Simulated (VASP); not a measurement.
# TlBr (Pm-3m) in VASP: single point with PBE+D3(BJ)

Aim: the single point of TlBr with PBE+D3(BJ).

Program: VASP 6.6.1. These are calculated values, not measurements. Logs are shortened: lines on timing, memory, paths and dates and some standing lists are left out, and cuts for length are marked.

## Step 1: The cell of the first run

Symmetry: Pm-3m, No. 221, cubic system. Conventional cell: a = 3.980 Å, b = 3.980 Å, c = 3.980 Å, α = 90.00°, β = 90.00°, γ = 90.00°. Tl (site symmetry m-3m) has 8 Br at 3.45 Å and 6 Tl at 3.98 Å within 4.5 Å. Br (site symmetry m-3m) has 8 Tl at 3.45 Å and 6 Br at 3.98 Å within 4.5 Å.

## Step 2: Single point, PBE+D3(BJ)

Contents of POSCAR:

```
TlBr
1.0
    3.9800000000      0.0000000000      0.0000000000
    0.0000000000      3.9800000000      0.0000000000
    0.0000000000      0.0000000000      3.9800000000
Tl Br
1 1
Direct
    0.0000000000      0.0000000000      0.0000000000
    0.5000000000      0.5000000000      0.5000000000
```

Contents of INCAR.step1:

```
SYSTEM = TlBr
PREC     = Accurate       ! precision mode
ENCUT    = 520            ! plane-wave cutoff, eV
EDIFF    = 1E-6           ! SCF threshold, eV
ISMEAR   = 0              ! smearing method
SIGMA    = 0.02           ! smearing width, eV
LREAL    = .False.        ! projectors in reciprocal space
LASPH    = .True.         ! aspherical terms in the spheres
NELM     = 100            ! most SCF steps
ALGO     = Normal         ! electronic algorithm
ISIF     = 2              ! what is computed and relaxed
LWAVE    = .False.        ! write WAVECAR
LCHARG   = .True.         ! write CHGCAR
GGA      = PE             ! functional
IVDW     = 12             ! dispersion correction
NBANDS   = 17             ! bands
```

Contents of KPOINTS.step1:

```
regular mesh
0
Gamma
  8 8 8
  0 0 0
```

Contents of INCAR.step2:

```
SYSTEM = TlBr
PREC     = Accurate       ! precision mode
ENCUT    = 520            ! plane-wave cutoff, eV
EDIFF    = 1E-6           ! SCF threshold, eV
ISMEAR   = -5             ! smearing method
SIGMA    = 0.02           ! smearing width, eV
LREAL    = .False.        ! projectors in reciprocal space
LASPH    = .True.         ! aspherical terms in the spheres
NELM     = 100            ! most SCF steps
ALGO     = Normal         ! electronic algorithm
ISIF     = 2              ! what is computed and relaxed
LWAVE    = .False.        ! write WAVECAR
LCHARG   = .False.        ! write CHGCAR
GGA      = PE             ! functional
IVDW     = 12             ! dispersion correction
LORBIT   = 11             ! projections on sites
NBANDS   = 17             ! bands
NEDOS    = 1001           ! points of the DOS
ICHARG   = 11             ! starting density
```

Contents of KPOINTS.step2:

```
regular mesh
0
Gamma
  12 12 12
  0 0 0
```

Potentials or basis: VASP PAW PBE potentials, release 64 (Tl_d, Br).

Run with:

```sh
$ cat potpaw_PBE.64/Tl_d/POTCAR potpaw_PBE.64/Br/POTCAR > POTCAR
$ cp INCAR.step1 INCAR
$ cp KPOINTS.step1 KPOINTS
$ mpirun -np 1 vasp_std > vasp.out
$ cp INCAR.step2 INCAR
$ cp KPOINTS.step2 KPOINTS
$ mpirun -np 1 vasp_std > vasp.out
```

OUTCAR:

```text
SYSTEM = TlBr
   PREC = Accurate
   ENCUT = 520
   EDIFF = 1E-6
   ISMEAR = -5
   LREAL = .False.
   LASPH = .True.
   NELM = 100
   ISIF = 2
   GGA = PE
   IVDW = 12
   LORBIT = 11
   ICHARG = 11
 IVDW          = 12

 ion  position               nearest neighbor table
   1  0.000  0.000  0.000-   2 3.45   2 3.45   2 3.45   2 3.45   2 3.45   2 3.45   2 3.45   2 3.45

   2  0.500  0.500  0.500-   1 3.45   1 3.45   1 3.45   1 3.45   1 3.45   1 3.45   1 3.45   1 3.45

  LATTYP: Found a simple cubic cell.
 ALAT       =     3.9800000000

  Lattice vectors:

 A1 = (   3.9800000000,   0.0000000000,   0.0000000000)
 A2 = (   0.0000000000,   3.9800000000,   0.0000000000)
 A3 = (   0.0000000000,   0.0000000000,   3.9800000000)

Analysis of symmetry for initial positions (statically):
=====================================================================
 Subroutine PRICEL returns:
 Original cell was already a primitive cell.

 Routine SETGRP: Setting up the symmetry group for a
 simple cubic supercell.

 Subroutine GETGRP returns: Found 48 space group operations
 (whereof 48 operations were pure point group operations)
 out of a pool of 48 trial point group operations.

The static configuration has the point symmetry O_h .

Analysis of symmetry for dynamics (positions and initial velocities):
=====================================================================
 Subroutine PRICEL returns:
 Original cell was already a primitive cell.

 Routine SETGRP: Setting up the symmetry group for a
 simple cubic supercell.

 Subroutine GETGRP returns: Found 48 space group operations
 (whereof 48 operations were pure point group operations)
 out of a pool of 48 trial point group operations.

The dynamic configuration has the point symmetry O_h .

 Subroutine INISYM returns: Found 48 space group operations
 (whereof 48 operations are pure point group operations),
 and found     1 'primitive' translations

----------------------------------------------------------------------------------------

                                     Primitive cell

  volume of cell :      63.0448

  direct lattice vectors                    reciprocal lattice vectors
     3.980000000  0.000000000  0.000000000     0.251256281  0.000000000  0.000000000
     0.000000000  3.980000000  0.000000000     0.000000000  0.251256281  0.000000000
     0.000000000  0.000000000  3.980000000     0.000000000  0.000000000  0.251256281

  length of vectors
     3.980000000  3.980000000  3.980000000     0.251256281  0.251256281  0.251256281

  position of ions in fractional coordinates (direct lattice)
     0.000000000  0.000000000  0.000000000
     0.500000000  0.500000000  0.500000000

  ion indices of the primitive-cell ions
   primitive index   ion index
                 1           1
                 2           2

----------------------------------------------------------------------------------------

 KPOINTS: regular mesh

Automatic generation of k-mesh.
 Grid dimensions read from file:
 generate k-points for:   12   12   12

 Generating k-lattice:

  Cartesian coordinates                     Fractional coordinates (reciprocal lattice)
     0.020938023  0.000000000  0.000000000     0.083333333  0.000000000  0.000000000
     0.000000000  0.020938023  0.000000000     0.000000000  0.083333333  0.000000000
     0.000000000  0.000000000  0.020938023     0.000000000  0.000000000  0.083333333

  Length of vectors
     0.020938023  0.020938023  0.020938023

  Shift w.r.t. Gamma in fractional coordinates (k-lattice)
     0.000000000  0.000000000  0.000000000

 TETIRR: Found    854 inequivalent tetrahedra from    10368

 Subroutine IBZKPT returns following result:
 ===========================================

 Found     84 irreducible k-points:

 Following reciprocal coordinates:
            Coordinates               Weight
  0.000000  0.000000  0.000000      1.000000
  0.083333  0.000000  0.000000      6.000000
  0.166667  0.000000  0.000000      6.000000
  0.250000  0.000000  0.000000      6.000000
  0.333333  0.000000  0.000000      6.000000
  0.416667  0.000000  0.000000      6.000000
[... 16 lines left out ...]
  0.333333  0.333333  0.000000     12.000000
  0.416667  0.333333  0.000000     24.000000
 [... further k-points ...]
   k-points           NKPTS =     84   k-points in BZ     NKDIM =     84   number of bands    NBANDS=     17
   number of dos      NEDOS =   1001   number of ions     NIONS =      2
   total plane-waves  NPLWV =  27000
   dimension x,y,z NGX =    30 NGY =   30 NGZ =   30
   dimension x,y,z NGXF=    60 NGYF=   60 NGZF=   60
   ions per type =               1   1
   NGX,Y,Z   is equivalent  to a cutoff of  12.53, 12.53, 12.53 a.u.
   NGXF,Y,Z  is equivalent  to a cutoff of  25.06, 25.06, 25.06 a.u.
 SYSTEM =  TlBr
   PREC   = accura    normal or accurate (medium, high low for compatibility)
   ISTART =      0    job   : 0-new  1-cont  2-samecut
   ICHARG =     11    charge: 1-file 2-atom 10-const
   ISPIN  =      1    spin polarized calculation?
   LNONCOLLINEAR =      F non collinear calculations
   LSORBIT =      F    spin-orbit coupling
   LASPH  =      T    aspherical Exc in radial PAW
   ENCUT  =  520.0 eV  38.22 Ry    6.18 a.u.   7.40  7.40  7.40*2*pi/ulx,y,z
   NELM   =    100;   NELMIN=  2; NELMDL=  0     # of ELM steps
   EDIFF  = 0.1E-05   stopping-criterion for ELM
   LREAL  =      F    real-space projection
   EDIFFG = 0.1E-04   stopping-criterion for IOM
   NSW    =      0    number of steps for IOM
   IBRION =     -1    ionic relax: 0-MD 1-quasi-New 2-CG
   NFREE  =      0    steps in history (QN), initial steepest desc. (CG)
   ISIF   =      2    stress and relaxation
   ISYM   =      2    0-nonsym 1-usesym 2-fastsym
   POTIM  = 0.5000    time-step for ionic-motion
   TEBEG  =    0.0;   TEEND  =   0.0 temperature during run
   PSTRESS=    0.0 pullay stress
   NELECT =      20.0000    total number of electrons
   NUPDOWN=      -1.0000    fix difference up-down
   EMIN   =  10.00;   EMAX   =-10.00  energy-range for DOS
   EFERMI =   0.00;   METHOD = LEGACY
   ISMEAR =    -5;   SIGMA  =   0.02  broadening in eV -4-tet -1-fermi 0-gaus
   EFERMI_NEDOS =   21; number of points for ismear=-14 and -15
   IALGO  =     38    algorithm
   IMIX   =      4    mixing-type and parameters
     AMIX     =   0.40;   BMIX     =  1.00
     AMIX_MAG =   1.60;   BMIX_MAG =  1.00
  volume/ion in A,a.u.               =      31.52       212.72
  Fermi-wavevector in a.u.,A,eV,Ry     =   1.116525  2.109926 16.961403  1.246628
  Thomas-Fermi vector in A             =   2.253140
   LORBIT       =     11    0 simple, 1 ext, 2 COOP (PROOUT), +10 PAW based schemes
   GGA     = PE    functional components
   LHFCALC =     F    Hartree Fock is set to
   AEXX    =    0.0000 exact exchange contribution
   IVDW    =    12    specifies the selected vdW correction
   LEPSILON=     F    determine dielectric tensor
   LRPA    =     F    only Hartree local field effects (RPA)
 non-spin polarized calculation
 Fermi weights with tetrahedron method with Bloechl corrections
  energy-cutoff  :      520.00
  volume of cell :       63.04
 maximum number of plane-waves:      1743
 NGX is ok and might be reduce to    30

 number of electron      20.0000005 magnetization

 Free energy of the ion-electron system (eV)
  ---------------------------------------------------
  ext. energy  EPLUGINS =         0.00000000
  ---------------------------------------------------
  free energy    TOTEN  =        -5.53272133 eV

  energy without entropy =       -5.53272133  energy(sigma->0) =       -5.53272133

 E-fermi :   2.4053     XC(G=0):  -8.9695

 val. band max:        2.3817488809   @ k =   0.5000   0.0000   0.0000
 cond. band min:       4.2437499088   @ k =   0.5000   0.0000   0.0000
 fundamental gap:      1.8620010279
 Fermi energy:         2.4053025992

 k-point     1 :       0.0000    0.0000    0.0000
  band No.  band energies     occupation
      1     -11.3530      2.00000
      2      -7.7208      2.00000
      3      -7.7208      2.00000
      4      -7.5463      2.00000
      5      -7.5463      2.00000
      6      -7.5463      2.00000
[... 9 lines left out ...]
     16      13.5402      0.00000
     17      15.8239      0.00000

 k-point     2 :       0.0833    0.0000    0.0000
  band No.  band energies     occupation
      1     -11.3381      2.00000
      2      -7.7201      2.00000
      3      -7.7119      2.00000
      4      -7.5504      2.00000
      5      -7.5504      2.00000
      6      -7.5459      2.00000
[... 9 lines left out ...]
     16      13.9815      0.00000
     17      15.6795      0.00000

 k-point     3 :       0.1667    0.0000    0.0000
  band No.  band energies     occupation
      1     -11.2967      2.00000
      2      -7.7182      2.00000
      3      -7.6879      2.00000
      4      -7.5615      2.00000
      5      -7.5615      2.00000
      6      -7.5449      2.00000
[... 9 lines left out ...]
     16      14.9122      0.00000
     17      15.5035      0.00000

 k-point     4 :       0.2500    0.0000    0.0000
  band No.  band energies     occupation
      1     -11.2386      2.00000
      2      -7.7156      2.00000
      3      -7.6556      2.00000
      4      -7.5766      2.00000
      5      -7.5766      2.00000
      6      -7.5436      2.00000
[... 9 lines left out ...]
     16      14.4633      0.00000
     17      15.6080      0.00000
[... 343 lines left out ...]
      1     -11.0603      2.00000
      2      -7.6702      2.00000
      3      -7.5980      2.00000
      4      -7.5812      2.00000
      5      -7.5653      2.00000
      6      -7.5515      2.00000
[... 9 lines left out ...]
     16      13.8369      0.00000
     17      14.4900      0.00000

 k-point    23 :       0.3333    0.3333    0.0000
  band No.  band energies     occupation
      1     -11.0693      2.00000
      2      -7.6651      2.00000
      3      -7.5833      2.00000
      4      -7.5787      2.00000
      5      -7.5747      2.00000
      6      -7.5545      2.00000
[... 9 lines left out ...]
     16      13.2772      0.00000
     17      14.8334      0.00000

 k-point    24 :       0.4167    0.3333    0.0000
  band No.  band energies     occupation
      1     -11.0419      2.00000
      2      -7.6593      2.00000
      3      -7.5905      2.00000
      4      -7.5783      2.00000
      5      -7.5688      2.00000
      6      -7.5319      2.00000
[... 9 lines left out ...]
     16      13.2258      0.00000
     17      14.2747      0.00000

 [... further k-points ...]

------------------------ aborting loop because EDIFF is reached ----------------------------------------

 Edisp (eV)   -0.54797

 E8    (eV) :    -0.2574

  FORCE on cell =-STRESS in cart. coord.  units (eV):
  Direction    XX          YY          ZZ          XY          YZ          ZX
  --------------------------------------------------------------------------------------
  -------------------------------------------------------------------------------------
  Total      -0.01430    -0.01430    -0.01430     0.00000     0.00000    -0.00000
  in kB      -0.36338    -0.36338    -0.36338     0.00000     0.00000    -0.00000
  external pressure =       -0.36 kB  Pullay stress =        0.00 kB

 VOLUME and BASIS-vectors are now :
 -----------------------------------------------------------------------------
  energy-cutoff  :      520.00
  volume of cell :       63.04
      direct lattice vectors                 reciprocal lattice vectors
     3.980000000  0.000000000  0.000000000     0.251256281  0.000000000  0.000000000
     0.000000000  3.980000000  0.000000000     0.000000000  0.251256281  0.000000000
     0.000000000  0.000000000  3.980000000     0.000000000  0.000000000  0.251256281

 POSITION                                       TOTAL-FORCE (eV/Angst)
 -----------------------------------------------------------------------------------
      0.00000      0.00000      0.00000         0.000000      0.000000      0.000000
      1.99000      1.99000      1.99000         0.000000      0.000000      0.000000
 -----------------------------------------------------------------------------------
    total drift:                                0.000000     -0.000000     -0.000000

  FREE ENERGIE OF THE ION-ELECTRON SYSTEM (eV)
  ---------------------------------------------------
  free  energy   TOTEN  =        -6.0806866737 eV

  energy  without entropy=       -6.0806866737  energy(sigma->0) =       -6.08068667

 total charge

# of ion       s       p       d       tot
------------------------------------------
    1        1.310   0.131   9.667  11.108
    2        1.615   3.228   0.007   4.850
--------------------------------------------------
tot          2.925   3.359   9.673  15.957
```

Run time: 36 s. Hardware: 1 thread of AMD EPYC 9R45 (Zen 5), shared host; peak memory 0.2 GiB.

Results:

```
Valence electrons inside the program's atomic spheres : Tl 11.11; Br 4.85
Dispersion energy per atom                            : -0.274 eV
```

Caveat: spin-orbit coupling is left out, which moves the levels of the heavy elements.
